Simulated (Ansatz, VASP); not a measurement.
**Hg in VASP and in Ansatz**

```xyz
1
Lattice="1.7463 1.0082 2.1479 -1.7463 1.0082 2.1479 0.0000 -2.0165 2.1479" Properties=species:S:1:pos:R:3 pbc="T T T"
Hg   -1.7463    1.0082    2.1479
```

Alike in both runs: task single point; functional LDA; k mesh 11 × 11 × 11; occupations fermi-dirac, width 1 eV; no spin polarisation.

```csv
,VASP,Ansatz
version,VASP 6.6.1,Ansatz 0.2.0
potentials or method,"VASP PAW LDA potentials, release 64 (Hg_sv_GW), cutoff 550 eV","plane waves (420 eV) with PAW, scalar-relativistic"
valence electrons in the cell,20,20
```

```tsv
	VASP	Ansatz	Ansatz less VASP
pressure (GPa)	1.6	1.6	0.00
traceless stress, the component that is largest in VASP (GPa)	0.04	-0.10	-0.138
```

Ansatz warns that its potentials were made for another functional, while VASP's fit it. LDA's correlation is that of Perdew and Zunger in VASP and of Perdew and Wang (1992) in Ansatz.

Spin-orbit coupling is off throughout.
